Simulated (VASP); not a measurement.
Crystal: LiH.

```
CELL_PARAMETERS angstrom
2.50166 0.00000 0.00000
0.00000 2.50166 0.00000
0.00000 0.00000 2.50166
ATOMIC_POSITIONS crystal
Li 0.00000 0.00000 0.00000
H 0.50000 0.50000 0.50000
```

Program: VASP 6.6.1. Alike in all runs: potentials or basis VASP PAW PBE potentials, release 64 (Li_sv, H); no spin polarisation; cell as given; cutoff (eV) 520. Hardware: 1 thread of AMD EPYC 7R43 64-Core Processor (Zen 3) (shared host).

**Question.** Order these runs on this cell by their wall time, lowest first.
A. task dielectric tensor; level PBE; k mesh 8 × 8 × 8; smearing gaussian 0.01 eV
B. task single point; level PBE0; k mesh 8 × 8 × 8; smearing gaussian 0.01 eV; grid for exact exchange (PRECFOCK) Normal
C. task single point; level PBE; k mesh 6 × 6 × 6; smearing gaussian 0.01 eV
D. task single point; level PBE; k mesh 10 × 10 × 10; smearing fermi-dirac 0.02 eV

**Answer.** C (4.1 s), D (8.4 s), A (66 s), B (340 s).
